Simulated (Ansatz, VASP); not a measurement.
Rb in VASP and in Ansatz

Contents of INCAR:

```
SYSTEM = Rb
PREC = Accurate ; ENCUT = 520
EDIFF = 1E-6 ; ISMEAR = 0
SIGMA = 0.05 ; LREAL = .False.
LASPH = .True. ; NELM = 80
ALGO = Fast ; ISIF = 2
LWAVE = .False. ; LCHARG = .False.
GGA = PE ; NBANDS = 16
```

KPOINTS

```
regular mesh
0
Gamma
  8 8 4
  0 0 0
```

File POSCAR:

```
Rb
1.0
    2.5381762600     -4.4447189800      0.0000000000
    2.5381762600      4.4447189800      0.0000000000
    0.0000000000      0.0000000000      8.4480028000
Rb
2
Direct
    0.8397112600      0.1602887400      0.7500000000
    0.1602887400      0.8397112600      0.2500000000
```

Input for Ansatz:

```yaml
crystal:
  lattice:
    - [2.53817626, -4.44471898, 0.0]
    - [2.53817626, 4.44471898, 0.0]
    - [0.0, 0.0, 8.4480028]
  atoms:
    - { symbol: Rb, position: [0.83971126, 0.16028874, 0.75] }
    - { symbol: Rb, position: [0.16028874, 0.83971126, 0.25] }
basis:
  ecutwfc: 500
  fft_grid_basis: typed
kpoints:
  mp_grid: { grid: [8, 8, 4] }
hamiltonian:
  xc: pbe
  pseudopotentials: { kind: paw }
scf:
  occupations: { method: gaussian, width: 0.05 }
output:
  forces: true
  stress: true
  eigenvalues: true
  bader: true
  write_density: true
  volumetric_format: npy
  elf: true
```

Alike in both runs: task single point; functional PBE; k mesh 8 × 8 × 4; occupations gaussian, width 0.05 eV; no spin polarisation.

```csv
,VASP,Ansatz
version,VASP 6.6.1,Ansatz 0.2.0
potentials or method,"VASP PAW PBE potentials, release 64 (Rb_sv), cutoff 520 eV","scalar-relativistic, plane waves, PAW"
valence electrons in the cell,18,18
```

```tsv
	VASP	Ansatz	Ansatz less VASP
gap on the k mesh at the Fermi level (eV)	none	none	-
pressure (GPa)	-0.1	-0.1	0.00
```

A gap of «none» marks a metal or a gap that the smearing closes. With one functional, cell and mesh, what is left measures potentials, basis and numerics.
